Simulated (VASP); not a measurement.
Input of a VASP 6.6.1 run:

The input INCAR:

```
ALGO = Normal
EDIFF = 1E-6
ENCUT = 520
GGA = PE
ISIF = 2
ISMEAR = -1
LASPH = T
LCHARG = F
LREAL = F
LWAVE = F
NBANDS = 18
NELM = 60
PREC = Accurate
SIGMA = 0.1
```

File KPOINTS:

```
k-points
0
Gamma
  12 12 12
```

The input POSCAR:

```
Ta
1.0
    0.0000000000      2.8568106688      2.8568106688
    2.8568106688      0.0000000000      2.8568106688
    2.8568106688      2.8568106688      0.0000000000
Ta
2
Direct
   -0.1250000000     -0.1250000000     -0.1250000000
    0.1250000000      0.1250000000      0.1250000000
```

Potentials or basis: VASP PAW PBE potentials, release 64 (Ta_pv).

Run with:

```bash
$ cat potpaw_PBE.64/Ta_pv/POTCAR > POTCAR
$ mpirun -np 1 vasp_std > vasp.out
```

Task: Estimate the band gap on the k mesh.

Result: Zero (band 11 reaches 3.84 eV, above the bottom of band 12 at 2.69 eV).

Task: Estimate the pressure.

Result: 19.7 GPa.

Caveat: spin-orbit coupling is left out, which moves the levels of the heavy elements.
